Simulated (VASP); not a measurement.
# Sn (I4_1/amd) in VASP: a series of runs

The runs below take Sn through single point, relaxation of cell and atoms, with PBE+D3(BJ), PBE.

Everything below comes from runs of VASP 6.6.1. Logs are shortened: lines on timing, memory, paths and dates and some standing lists are left out, and cuts for length are marked.

**1. The cell of the first run**

It takes space group I4_1/amd (No. 141, tetragonal). Conventional cell: a = 5.880 Å, b = 5.880 Å, c = 3.199 Å, α = 90.00°, β = 90.00°, γ = 90.00°. Sn (site symmetry -4m2) has 10 Sn at 3.05 to 3.79 Å within 4.0 Å.

**2. Single point, PBE+D3(BJ)**

INCAR

```
SYSTEM = Sn
PREC = Accurate
ENCUT = 520
EDIFF = 1E-6
ISMEAR = -1
SIGMA = 0.05
LREAL = .False.
LASPH = .True.
NELM = 80
ALGO = Fast
ISIF = 2
LWAVE = .False.
LCHARG = .False.
GGA = PE
IVDW = 12
NBANDS = 21
```

KPOINTS

```
regular mesh
0
Gamma
  9 9 9
  0 0 0
```

POSCAR

```
Sn
1.0
   -2.9401404553      2.9401404553      1.5993019889
    2.9401404553     -2.9401404553      1.5993019889
    2.9401404553      2.9401404553     -1.5993019889
Sn
2
Direct
    0.0000000000      0.0000000000      0.0000000000
    0.7500000000      0.2500000000      0.5000000000
```

Potentials or basis: VASP PAW PBE potentials, release 64 (Sn_d).

On the command line:

```
$ cat potpaw_PBE.64/Sn_d/POTCAR > POTCAR
$ mpirun -np 1 vasp_std > vasp.out
```

OUTCAR:

```text
SYSTEM = Sn
   PREC = Accurate
   ENCUT = 520
   EDIFF = 1E-6
   ISMEAR = -1
   LREAL = .False.
   LASPH = .True.
   NELM = 80
   ISIF = 2
   GGA = PE
   IVDW = 12
 IVDW          = 12

 ion  position               nearest neighbor table
   1  0.000  0.000  0.000-   2 3.05   2 3.05   2 3.05   2 3.05
   2  0.750  0.250  0.500-   1 3.05   1 3.05   1 3.05   1 3.05

  LATTYP: Found a body centered tetragonal cell.
 ALAT       =     5.8802809106
 C/A-ratio  =     0.5439542815

  Lattice vectors:

 A1 = (  -2.9401404553,   2.9401404553,   1.5993019889)
 A2 = (   2.9401404553,  -2.9401404553,   1.5993019889)
 A3 = (   2.9401404553,   2.9401404553,  -1.5993019889)

Analysis of symmetry for initial positions (statically):
=====================================================================
 Subroutine PRICEL returns:
 Original cell was already a primitive cell.

 Routine SETGRP: Setting up the symmetry group for a
 body centered tetragonal supercell.

 Subroutine GETGRP returns: Found 16 space group operations
 (whereof  8 operations were pure point group operations)
 out of a pool of 16 trial point group operations.

The static configuration has the point symmetry D_2d.
 The point group associated with its full space group is D_4h.

Analysis of symmetry for dynamics (positions and initial velocities):
=====================================================================
 Subroutine PRICEL returns:
 Original cell was already a primitive cell.

 Routine SETGRP: Setting up the symmetry group for a
 body centered tetragonal supercell.

 Subroutine GETGRP returns: Found 16 space group operations
 (whereof  8 operations were pure point group operations)
 out of a pool of 16 trial point group operations.

The dynamic configuration has the point symmetry D_2d.
 The point group associated with its full space group is D_4h.

 Subroutine INISYM returns: Found 16 space group operations
 (whereof  8 operations are pure point group operations),
 and found     1 'primitive' translations

----------------------------------------------------------------------------------------

                                     Primitive cell

  volume of cell :      55.3002

  direct lattice vectors                    reciprocal lattice vectors
    -2.940140455  2.940140455  1.599301989     0.000000000  0.170059903  0.312636390
     2.940140455 -2.940140455  1.599301989     0.170059903  0.000000000  0.312636390
     2.940140455  2.940140455 -1.599301989     0.170059903  0.170059903  0.000000000

  length of vectors
     4.454954393  4.454954393  4.454954393     0.355895888  0.355895888  0.240501021

  position of ions in fractional coordinates (direct lattice)
     0.000000000  0.000000000  0.000000000
     0.750000000  0.250000000  0.500000000

  ion indices of the primitive-cell ions
   primitive index   ion index
                 1           1
                 2           2

----------------------------------------------------------------------------------------

 KPOINTS: regular mesh

Automatic generation of k-mesh.
 Grid dimensions read from file:
 generate k-points for:    9    9    9

 Generating k-lattice:

  Cartesian coordinates                     Fractional coordinates (reciprocal lattice)
     0.000000000  0.018895545  0.034737377     0.111111111 -0.000000000  0.000000000
     0.018895545  0.000000000  0.034737377    -0.000000000  0.111111111  0.000000000
     0.018895545  0.018895545  0.000000000     0.000000000  0.000000000  0.111111111

  Length of vectors
     0.039543988  0.039543988  0.026722336

  Shift w.r.t. Gamma in fractional coordinates (k-lattice)
     0.000000000  0.000000000  0.000000000

 Subroutine IBZKPT returns following result:
 ===========================================

 Found     75 irreducible k-points:

 Following reciprocal coordinates:
            Coordinates               Weight
  0.000000  0.000000  0.000000      1.000000
  0.111111 -0.000000  0.000000      8.000000
  0.222222 -0.000000  0.000000      8.000000
  0.333333 -0.000000  0.000000      8.000000
  0.444444 -0.000000  0.000000      8.000000
  0.111111  0.111111  0.000000      8.000000
[... 16 lines left out ...]
 -0.333333  0.333333  0.000000      4.000000
  0.444444  0.444444 -0.000000      8.000000
 [... further k-points ...]
   k-points           NKPTS =     75   k-points in BZ     NKDIM =     75   number of bands    NBANDS=     21
   number of dos      NEDOS =    301   number of ions     NIONS =      2
   total plane-waves  NPLWV =  46656
   dimension x,y,z NGX =    36 NGY =   36 NGZ =   36
   dimension x,y,z NGXF=    72 NGYF=   72 NGZF=   72
   ions per type =               2
   NGX,Y,Z   is equivalent  to a cutoff of  13.43, 13.43, 13.43 a.u.
   NGXF,Y,Z  is equivalent  to a cutoff of  26.87, 26.87, 26.87 a.u.
 SYSTEM =  Sn
   PREC   = accura    normal or accurate (medium, high low for compatibility)
   ISTART =      0    job   : 0-new  1-cont  2-samecut
   ICHARG =      2    charge: 1-file 2-atom 10-const
   ISPIN  =      1    spin polarized calculation?
   LNONCOLLINEAR =      F non collinear calculations
   LSORBIT =      F    spin-orbit coupling
   LASPH  =      T    aspherical Exc in radial PAW
   ENCUT  =  520.0 eV  38.22 Ry    6.18 a.u.   8.28  8.28  8.28*2*pi/ulx,y,z
   NELM   =     80;   NELMIN=  2; NELMDL= -5     # of ELM steps
   EDIFF  = 0.1E-05   stopping-criterion for ELM
   LREAL  =      F    real-space projection
[... 7 lines left out ...]
   TEBEG  =    0.0;   TEEND  =   0.0 temperature during run
   PSTRESS=    0.0 pullay stress
   NELECT =      28.0000    total number of electrons
   NUPDOWN=      -1.0000    fix difference up-down
   EMIN   =  10.00;   EMAX   =-10.00  energy-range for DOS
   EFERMI =   0.00;   METHOD = LEGACY
   ISMEAR =    -1;   SIGMA  =   0.05  broadening in eV -4-tet -1-fermi 0-gaus
   EFERMI_NEDOS =   21; number of points for ismear=-14 and -15
   IALGO  =     68    algorithm
   IMIX   =      4    mixing-type and parameters
     AMIX     =   0.40;   BMIX     =  1.00
     AMIX_MAG =   1.60;   BMIX_MAG =  1.00
  volume/ion in A,a.u.               =      27.65       186.59
  Fermi-wavevector in a.u.,A,eV,Ry     =   1.304824  2.465760 23.164816  1.702566
  Thomas-Fermi vector in A             =   2.435734
   LORBIT       =      0    0 simple, 1 ext, 2 COOP (PROOUT), +10 PAW based schemes
   GGA     = PE    functional components
   LHFCALC =     F    Hartree Fock is set to
   AEXX    =    0.0000 exact exchange contribution
   IVDW    =    12    specifies the selected vdW correction
   LEPSILON=     F    determine dielectric tensor
   LRPA    =     F    only Hartree local field effects (RPA)
 non-spin polarized calculation
 RMM-DIIS sequential band-by-band and
  energy-cutoff  :      520.00
  volume of cell :       55.30
 maximum number of plane-waves:      1507
 NGX is ok and might be reduce to    36
   NGX = 17   NGY = 17   NGZ = 17

 number of electron      27.9999989 magnetization

 Free energy of the ion-electron system (eV)
  ---------------------------------------------------
  ext. energy  EPLUGINS =         0.00000000
  ---------------------------------------------------
  free energy    TOTEN  =        -7.60120985 eV

  energy without entropy =       -7.59373879  energy(sigma->0) =       -7.59747432

 E-fermi :   7.7571     XC(G=0): -10.2174

 val. band max:        7.7388475433   @ k =   0.4444   0.3333   0.0000
 cond. band min:       7.7577295935   @ k =  -0.2222  -0.2222   0.1111
 fundamental gap:      0.0188820502
 Fermi energy:         7.7571059224

 k-point     1 :       0.0000    0.0000    0.0000
  band No.  band energies     occupation
      1     -13.8844      2.00000
      2     -13.8084      2.00000
      3     -13.7640      2.00000
      4     -13.7559      2.00000
      5     -13.6138      2.00000
      6     -13.6138      2.00000
[... 13 lines left out ...]
     20      17.4944      0.00000
     21      18.1663      0.00000

 k-point     2 :       0.1111   -0.0000    0.0000
  band No.  band energies     occupation
      1     -13.8771      2.00000
      2     -13.7853      2.00000
      3     -13.7558      2.00000
      4     -13.7296      2.00000
      5     -13.6292      2.00000
      6     -13.6254      2.00000
[... 13 lines left out ...]
     20      16.6258      0.00000
     21      16.7201      0.00000

 k-point     3 :       0.2222   -0.0000    0.0000
  band No.  band energies     occupation
      1     -13.8566      2.00000
      2     -13.7357      2.00000
      3     -13.7352      2.00000
      4     -13.6885      2.00000
      5     -13.6590      2.00000
      6     -13.6240      2.00000
[... 13 lines left out ...]
     20      15.1634      0.00000
     21      16.1558      0.00000

 k-point     4 :       0.3333   -0.0000    0.0000
  band No.  band energies     occupation
      1     -13.8331      2.00000
      2     -13.7202      2.00000
      3     -13.7122      2.00000
      4     -13.7016      2.00000
      5     -13.6777      2.00000
      6     -13.6441      2.00000
[... 13 lines left out ...]
     20      14.3591      0.00000
     21      17.0996      0.00000

 k-point     5 :       0.4444   -0.0000    0.0000
  band No.  band energies     occupation
      1     -13.8164      2.00000
      2     -13.7407      2.00000
      3     -13.7289      2.00000
      4     -13.6956      2.00000
      5     -13.6664      2.00000
      6     -13.6587      2.00000
[... 13 lines left out ...]
     20      16.5045      0.00000
     21      17.8930      0.00000

 k-point     6 :       0.1111    0.1111    0.0000
  band No.  band energies     occupation
      1     -13.8639      2.00000
      2     -13.7410      2.00000
      3     -13.7319      2.00000
      4     -13.6756      2.00000
      5     -13.6539      2.00000
      6     -13.6432      2.00000
[... 13 lines left out ...]
     20      15.2663      0.00000
     21      15.5007      0.00000

 k-point     7 :       0.2222    0.1111    0.0000
  band No.  band energies     occupation
      1     -13.8435      2.00000
      2     -13.7225      2.00000
      3     -13.7150      2.00000
      4     -13.6783      2.00000
      5     -13.6732      2.00000
      6     -13.6510      2.00000
[... 13 lines left out ...]
     20      14.6083      0.00000
     21      15.9853      0.00000
[... 291 lines left out ...]
      1     -13.7975      2.00000
      2     -13.7493      2.00000
      3     -13.7146      2.00000
      4     -13.6974      2.00000
      5     -13.6563      2.00000
      6     -13.6028      2.00000
[... 13 lines left out ...]
     20      15.8859      0.00000
     21      17.8337      0.00000

 k-point    21 :       0.4444    0.3333    0.0000
  band No.  band energies     occupation
      1     -13.7802      2.00000
      2     -13.7509      2.00000
      3     -13.7399      2.00000
      4     -13.7077      2.00000
      5     -13.6548      2.00000
      6     -13.6129      2.00000
[... 13 lines left out ...]
     20      17.9077      0.00000
     21      18.5562      0.00000

 k-point    22 :      -0.4444    0.3333   -0.0000
  band No.  band energies     occupation
      1     -13.7970      2.00000
      2     -13.7789      2.00000
      3     -13.7785      2.00000
      4     -13.6862      2.00000
      5     -13.6765      2.00000
      6     -13.6075      2.00000
[... 13 lines left out ...]
     20      18.6001      0.00000
     21      19.5037      0.00000

 k-point    23 :      -0.3333    0.3333    0.0000
  band No.  band energies     occupation
      1     -13.8155      2.00000
      2     -13.8042      2.00000
      3     -13.7925      2.00000
      4     -13.6992      2.00000
      5     -13.6608      2.00000
      6     -13.5972      2.00000
[... 13 lines left out ...]
     20      17.3964      0.00000
     21      17.4815      0.00000

 k-point    24 :       0.4444    0.4444   -0.0000
  band No.  band energies     occupation
      1     -13.7907      2.00000
      2     -13.7901      2.00000
      3     -13.7320      2.00000
      4     -13.7302      2.00000
      5     -13.6409      2.00000
      6     -13.6343      2.00000
[... 13 lines left out ...]
     20      18.4365      0.00000
     21      18.9036      0.00000

 [... further k-points ...]

------------------------ aborting loop because EDIFF is reached ----------------------------------------

 Edisp (eV)   -0.76483

 E8    (eV) :    -0.3698

  FORCE on cell =-STRESS in cart. coord.  units (eV):
  Direction    XX          YY          ZZ          XY          YZ          ZX
  --------------------------------------------------------------------------------------
  -------------------------------------------------------------------------------------
  Total      -0.24818    -0.24818    -0.39585     0.00000     0.00000     0.00000
  in kB      -7.19035    -7.19035   -11.46870     0.00000     0.00000     0.00000
  external pressure =       -8.62 kB  Pullay stress =        0.00 kB

 VOLUME and BASIS-vectors are now :
 -----------------------------------------------------------------------------
  energy-cutoff  :      520.00
  volume of cell :       55.30
      direct lattice vectors                 reciprocal lattice vectors
    -2.940140455  2.940140455  1.599301989     0.000000000  0.170059903  0.312636390
     2.940140455 -2.940140455  1.599301989     0.170059903  0.000000000  0.312636390
     2.940140455  2.940140455 -1.599301989     0.170059903  0.170059903  0.000000000

 POSITION                                       TOTAL-FORCE (eV/Angst)
 -----------------------------------------------------------------------------------
      0.00000      0.00000      0.00000         0.000000     -0.000000     -0.000000
      0.00000      2.94014      0.79965        -0.000000      0.000000      0.000000
 -----------------------------------------------------------------------------------
    total drift:                               -0.000000      0.000000     -0.000000

  FREE ENERGIE OF THE ION-ELECTRON SYSTEM (eV)
  ---------------------------------------------------
  free  energy   TOTEN  =        -8.3660350114 eV

  energy  without entropy=       -8.3585639577  energy(sigma->0) =       -8.36229948
```

Wall time 2.5 min (1 thread of Intel Xeon Platinum 8259CL at 2.50GHz (Skylake/Cascade Lake), shared host); peak memory 0.25 GiB.

What came out:

```yaml
Free_energy: -8.3660 eV
Pressure: -0.9 GPa
Band_gap_on_the_k_mesh: zero (band 14 reaches 8.97 eV, above the bottom of band 15 at 5.01 eV)
Dispersion_energy_per_atom: -0.382 eV
```

Stress tensor (GPa, compression positive):
```
-0.72  0.00  0.00
 0.00 -0.72  0.00
 0.00  0.00 -1.15
```

Caveat: three body term missing; spin-orbit coupling is left out, which moves the levels of the heavy elements; pairwise dispersion overbinds metals, which lowers pressure and volume.

**3. Single point, PBE**

This run uses another cell than the first one, of 28.43 Å³/atom, 1.028 times its volume.

INCAR

```
  ALGO = Normal
  EDIFF = 1E-6
  ENCUT = 520
  GGA = PE
  ISIF = 2
  ISMEAR = -1
  LASPH = True
  LCHARG = False
  LREAL = False
  LWAVE = False
  NBANDS = 21
  NELM = 100
  PREC = Accurate
  SIGMA = 0.05
```

KPOINTS

```
k-points
0
Gamma
  9 9 9
```

POSCAR

```
Sn
1.0
   -2.9717791845      2.9717791845      1.6096940717
    2.9717791845     -2.9717791845      1.6096940717
    2.9717791845      2.9717791845     -1.6096940717
Sn
2
Direct
    0.0000000000      0.0000000000      0.0000000000
    0.7500000000      0.2500000000      0.5000000000
```

Potentials or basis: VASP PAW PBE potentials, release 64 (Sn_d).

On the command line:

```
$ cat potpaw_PBE.64/Sn_d/POTCAR > POTCAR
$ mpirun -np 1 vasp_std > vasp.out
```

It took 2 min on 1 thread of Intel Xeon Platinum 8259CL at 2.50GHz (Skylake/Cascade Lake), shared host; peak memory 0.23 GiB.

It converged, with:

| Property | Result |
| --- | --- |
| Free energy | -7.6081 eV |
| Pressure | -0.1 GPa |
| Band gap on the k mesh | zero (band 14 reaches 8.60 eV, above the bottom of band 15 at 4.79 eV) |

Levels at points of the mesh, in eV from the Fermi level:
| k point | band 11 | band 12 | band 13 | band 14 | band 15 | band 16 | band 17 | band 18 |
| --- | --- | --- | --- | --- | --- | --- | --- | --- |
| (0.00, 0.00, 0.00) | -10.80 | -3.83 | -1.88 | -1.88 | 3.02 | 5.94 | 5.94 | 6.61 |

Caveat: spin-orbit coupling is left out, which moves the levels of the heavy elements.

**4. Relaxation of cell and atoms, PBE**

INCAR

```
SYSTEM = Sn
PREC = Accurate ; ENCUT = 600
EDIFF = 1E-6 ; ISMEAR = -1
SIGMA = 0.05 ; LREAL = .False.
LASPH = .True. ; NELM = 80
ALGO = Normal ; ISIF = 3
LWAVE = .False. ; LCHARG = .False.
GGA = PE ; IBRION = 2
NSW = 60 ; EDIFFG = -0.01
```

KPOINTS

```
regular mesh
0
Gamma
  9 9 9
  0 0 0
```

POSCAR

```
Sn
1.0
   -2.9401404553      2.9401404553      1.5993019889
    2.9401404553     -2.9401404553      1.5993019889
    2.9401404553      2.9401404553     -1.5993019889
Sn
2
Direct
    0.0000000000      0.0000000000      0.0000000000
    0.7500000000      0.2500000000      0.5000000000
```

On the command line:

```
$ cat potpaw_PBE.64/Sn_d/POTCAR > POTCAR
$ mpirun -np 1 vasp_std > vasp.out
```

Wall time 5.5 min (1 thread of Intel Xeon Platinum 8259CL at 2.50GHz (Skylake/Cascade Lake), shared host); peak memory 0.26 GiB.

The run converged. Its results:

| Item | Value |
| --- | --- |
| Free energy | -7.6080 eV |
| Relaxed volume | 28.40 Å³/atom |
| Relaxed cell | a = 4.498 Å, b = 4.498 Å, c = 4.498 Å, α = 97.36°, β = 97.36°, γ = 138.07° |
| Space group after relaxing (to 0.05 Å) | I4_1/amd (No. 141) |
| Energy gained by relaxing | 3.3 meV/atom |
| Ionic steps | 5 |
| Pressure after relaxing | 0.0 GPa |
| Band gap on the k mesh | zero (band 14 reaches 8.62 eV, above the bottom of band 15 at 4.80 eV) |

The path:
| step | energy change (eV) | largest force (eV/Å) | pressure (GPa) | volume (Å³) |
| --- | --- | --- | --- | --- |
| 1 | 0.0000 | 0.0000 | 1.38 | 55.30 |
| 2 | -0.0062 | 0.0000 | -0.35 | 57.23 |
| 3 | -0.0066 | 0.0000 | 0.02 | 56.83 |
| 4 | -0.0066 | 0.0000 | -0.05 | 56.86 |
| 5 | -0.0066 | 0.0000 | 0.04 | 56.79 |

Final structure:
```
Sn
1.0
    -2.97009    2.97009    1.60946
     2.97009   -2.97009    1.60946
     2.97009    2.97009   -1.60946
Sn
2
Direct
  0.00000 0.00000 0.00000
  0.75000 0.25000 0.50000
```

Levels at points of the mesh, in eV from the Fermi level:
```
           k point  band 10  band 11  band 12  band 13  band 14  band 15  band 16  band 17  band 18
(0.00, 0.00, 0.00)   -21.17   -10.81    -3.83    -1.89    -1.89     3.02     5.95     5.95     6.61
```

Caveat: spin-orbit coupling is left out, which moves the levels of the heavy elements.

**5. Single point, PBE**

INCAR

```
SYSTEM = Sn
PREC = Accurate
ENCUT = 520
EDIFF = 1E-6
ISMEAR = 0
SIGMA = 0.1
LREAL = .FALSE.
LASPH = .TRUE.
NELM = 80
ALGO = Normal
ISIF = 2
LWAVE = .FALSE.
LCHARG = .TRUE.
GGA = PE
LELF = .TRUE.
LVHAR = .TRUE.
NBANDS = 21
```

KPOINTS

```
Automatic mesh
0
G
  8 8 8
  0 0 0
```

POSCAR is that of step 4.

On the command line:

```
$ cat potpaw_PBE.64/Sn_d/POTCAR > POTCAR
$ mpirun -np 1 vasp_std > vasp.out
```

It took 50 s on 1 thread of Intel Xeon Platinum 8488C (Sapphire Rapids), shared host; peak memory 0.22 GiB.

Results (log left out):

| Item | Value |
| --- | --- |
| Free energy | -7.5915 eV |
| Pressure | 1.4 GPa |
| Band gap on the k mesh | zero (band 14 reaches 9.35 eV, above the bottom of band 15 at 5.75 eV) |

Stress tensor (GPa, compression positive):
```
0.90 0.00 0.00
0.00 0.90 0.00
0.00 0.00 2.36
```

Levels at points of the mesh, in eV from the Fermi level:
```
           k point  band 11  band 12  band 13  band 14  band 15  band 16  band 17  band 18
(0.00, 0.00, 0.00)   -10.97    -3.68    -1.91    -1.91     3.02     6.14     6.14     6.76
(0.50, 0.00, 0.00)    -6.85    -5.31    -2.30    -1.64    -1.08     2.29     2.83     4.61
(0.50, 0.50, 0.00)    -8.77    -8.77     0.61     0.61     1.56     1.56     5.99     5.99
(0.50, 0.50, 0.50)    -7.48    -7.48    -4.68    -4.68     5.03     5.03     9.21     9.21
```

Caveat: spin-orbit coupling is left out, which moves the levels of the heavy elements.

(Continued in part 2 of 2.)
